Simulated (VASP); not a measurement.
# ZnS (F-43m) in VASP: a series of runs, part 2 of 2

VASP 6.6.1.

### Step 3. Relaxation of cell and atoms, LDA

This run uses another cell than the first one, of 19.73 Å³/atom, 1.062 times its volume.

File INCAR:

```
  PREC = Accurate
  ENCUT = 600
  EDIFF = 1E-6
  ISMEAR = -1
  SIGMA = 0.08
  LREAL = F
  LASPH = T
  NELM = 80
  ALGO = Normal
  ISIF = 3
  LWAVE = F
  LCHARG = F
  GGA = CA
  IBRION = 2
  NSW = 100
  EDIFFG = -0.002
```

File KPOINTS:

```
Automatic mesh
0
Gamma
  16 16 16
```

File POSCAR:

```
ZnS
1.0
    0.0000000000      2.7020000000      2.7020000000
    2.7020000000      0.0000000000      2.7020000000
    2.7020000000      2.7020000000      0.0000000000
Zn S
1 1
Direct
    0.7500000000      0.7500000000      0.7500000000
    0.0000000000      0.0000000000      0.0000000000
```

Potentials or basis: VASP PAW LDA potentials, release 64 (Zn, S).

Launch:

```console
cat potpaw_LDA.64/Zn/POTCAR potpaw_LDA.64/S/POTCAR > POTCAR
mpirun -np 1 vasp_std > vasp.out
```

OUTCAR:

```text
PREC = Accurate
   ENCUT = 600
   EDIFF = 1E-6
   ISMEAR = -1
   LREAL = F
   LASPH = T
   NELM = 80
   ISIF = 3
   GGA = CA
   IBRION = 2
   NSW = 100
   EDIFFG = -0.002

 ion  position               nearest neighbor table
   1  0.750  0.750  0.750-   2 2.34   2 2.34   2 2.34   2 2.34
   2  0.000  0.000  0.000-   1 2.34   1 2.34   1 2.34   1 2.34

  LATTYP: Found a face centered cubic cell.
 ALAT       =     5.4040000000

  Lattice vectors:

 A1 = (   0.0000000000,   2.7020000000,   2.7020000000)
 A2 = (   2.7020000000,   0.0000000000,   2.7020000000)
 A3 = (   2.7020000000,   2.7020000000,   0.0000000000)

Analysis of symmetry for initial positions (statically):
=====================================================================
 Subroutine PRICEL returns:
 Original cell was already a primitive cell.

 Routine SETGRP: Setting up the symmetry group for a
 face centered cubic supercell.

 Subroutine GETGRP returns: Found 24 space group operations
 (whereof 24 operations were pure point group operations)
 out of a pool of 48 trial point group operations.

The static configuration has the point symmetry T_d .

Analysis of symmetry for dynamics (positions and initial velocities):
=====================================================================
 Subroutine PRICEL returns:
 Original cell was already a primitive cell.

 Routine SETGRP: Setting up the symmetry group for a
 face centered cubic supercell.

 Subroutine GETGRP returns: Found 24 space group operations
 (whereof 24 operations were pure point group operations)
 out of a pool of 48 trial point group operations.

The dynamic configuration has the point symmetry T_d .

 Subroutine INISYM returns: Found 24 space group operations
 (whereof 24 operations are pure point group operations),
 and found     1 'primitive' translations

----------------------------------------------------------------------------------------

[... 132 lines left out ...]
 number of electron      17.9999998 magnetization

 Free energy of the ion-electron system (eV)
  ---------------------------------------------------
  ext. energy  EPLUGINS =         0.00000000
  ---------------------------------------------------
  free energy    TOTEN  =        -8.17729302 eV

  energy without entropy =       -8.17729297  energy(sigma->0) =       -8.17729299

------------------------ aborting loop because EDIFF is reached ----------------------------------------

  FORCE on cell =-STRESS in cart. coord.  units (eV):
  Direction    XX          YY          ZZ          XY          YZ          ZX
  --------------------------------------------------------------------------------------
  -------------------------------------------------------------------------------------
  Total       -1.0518212     -1.0518212     -1.0518212     -0.0000000     -0.0000000     -0.0000000
  in kB      -42.7136295    -42.7136295    -42.7136295     -0.0000000     -0.0000000     -0.0000000
  external PRESSURE =     -42.7136295 kB  Pullay stress =       0.0000000 kB
[... 131 lines left out ...]
--------------------------------------- Ionic step        5  -------------------------------------------

 number of electron      17.9999995 magnetization

 Free energy of the ion-electron system (eV)
  ---------------------------------------------------
  ext. energy  EPLUGINS =         0.00000000
  ---------------------------------------------------
  free energy    TOTEN  =        -8.20872300 eV

  energy without entropy =       -8.20872299  energy(sigma->0) =       -8.20872300

 E-fermi :   3.6879     XC(G=0): -10.3023

 val. band max:        2.4817804724   @ k =   0.0000   0.0000   0.0000
 cond. band min:       4.6286839724   @ k =   0.0000   0.0000   0.0000
 fundamental gap:      2.1469035000
 Fermi energy:         3.6879279587

 k-point     1 :       0.0000    0.0000    0.0000
  band No.  band energies     occupation
      1     -11.0422      2.00000
      2      -4.2613      2.00000
      3      -4.2613      2.00000
      4      -4.2613      2.00000
      5      -3.7119      2.00000
      6      -3.7119      2.00000
      7       2.4818      2.00000
      8       2.4818      2.00000
      9       2.4818      2.00000
     10       4.6287      0.00002
     11       8.6937      0.00000
     12       8.6937      0.00000
     13       8.6937      0.00000
[... 354 lines left out ...]
  band No.  band energies     occupation
      1     -10.9536      2.00000
      2      -4.2670      2.00000
      3      -4.2473      2.00000
      4      -4.2406      2.00000
      5      -3.7179      2.00000
      6      -3.7093      2.00000
      7       1.6674      2.00000
      8       2.2214      2.00000
      9       2.4300      2.00000
     10       5.3090      0.00000
     11       8.5248      0.00000
     12       8.8205      0.00000
     13       9.0373      0.00000

 [... further k-points ...]

------------------------ aborting loop because EDIFF is reached ----------------------------------------

  FORCE on cell =-STRESS in cart. coord.  units (eV):
  Direction    XX          YY          ZZ          XY          YZ          ZX
  --------------------------------------------------------------------------------------
  -------------------------------------------------------------------------------------
  Total        0.0025624      0.0025624      0.0025624      0.0000000      0.0000000     -0.0000000
  in kB        0.1101674      0.1101674      0.1101674      0.0000000      0.0000000     -0.0000000
  external PRESSURE =       0.1101674 kB  Pullay stress =       0.0000000 kB
[... 17 lines left out ...]
  FREE ENERGIE OF THE ION-ELECTRON SYSTEM (eV)
  ---------------------------------------------------
  free  energy   TOTEN  =        -8.2087230040 eV

  energy  without entropy=       -8.2087229925  energy(sigma->0) =       -8.20872300

 reached required accuracy - stopping structural energy minimisation
```

OSZICAR:

```text
N       E                     dE             d eps       ncg     rms          rms(c)
DAV:   1     0.871942250217E+02    0.87194E+02   -0.96211E+03  3770   0.181E+03
[... 40 lines left out ...]
       N       E                     dE             d eps       ncg     rms          rms(c)
DAV:   1    -0.820948220295E+01   -0.78942E-03   -0.95699E-03  4465   0.241E+00    0.198E-01
DAV:   2    -0.820882366945E+01    0.65853E-03   -0.23666E-03  4495   0.159E+00    0.768E-02
DAV:   3    -0.820874633117E+01    0.77338E-04   -0.90051E-05  4045   0.116E-01    0.352E-02
DAV:   4    -0.820872611747E+01    0.20214E-04   -0.11082E-05  4602   0.615E-02    0.161E-02
DAV:   5    -0.820872294972E+01    0.31677E-05   -0.17061E-06  2127   0.352E-02    0.359E-03
DAV:   6    -0.820872300395E+01   -0.54235E-07   -0.22139E-06  3012   0.173E-02
   5 F= -.82087230E+01 E0= -.82087230E+01  d E =-.301982E-04
```

CONTCAR:

```text
ZnS
   1.00000000000000
    -0.0000000000000000    2.6510769486856116    2.6510769486856116
     2.6510769486856116   -0.0000000000000000    2.6510769486856116
     2.6510769486856116    2.6510769486856116   -0.0000000000000000
  Zn              S
     1     1
Direct
     0.7500000000000000    0.7500000000000000    0.7500000000000000
     0.0000000000000000    0.0000000000000000    0.0000000000000000

  0.00000000E+00  0.00000000E+00  0.00000000E+00
  0.00000000E+00  0.00000000E+00  0.00000000E+00
```

It took 2.9 min on 1 thread of Intel Xeon 6975P-C, shared host; peak memory 0.24 GiB.

What came out:

* Free energy: -8.2087 eV
* Relaxed volume: 18.63 Å³/atom
* Relaxed cell: a = 3.749 Å, b = 3.749 Å, c = 3.749 Å, α = 60.00°, β = 60.00°, γ = 60.00°
* Space group after relaxing (to 0.05 Å): F-43m (No. 216)
* Energy gained by relaxing: 15.7 meV/atom
* Ionic steps: 5
* Pressure after relaxing: 0.0 GPa
* Band gap on the k mesh: 2.15 eV, direct

Step by step:
```
step  energy change (eV)  largest force (eV/Å)  pressure (GPa)  volume (Å³)
   1              0.0000                0.0000           -4.27        39.45
   2             -0.0274                0.0000            1.78        36.53
   3             -0.0314                0.0000           -0.13        37.24
   4             -0.0314                0.0000            0.12        37.19
   5             -0.0314                0.0000            0.01        37.26
```

Final structure:
```
CELL_PARAMETERS angstrom
0.00000 2.65108 2.65108
2.65108 0.00000 2.65108
2.65108 2.65108 0.00000
ATOMIC_POSITIONS crystal
Zn 0.75000 0.75000 0.75000
S 0.00000 0.00000 0.00000
```

A k mesh can miss the band edges. As with any semilocal functional, this LDA gap is likely too small.
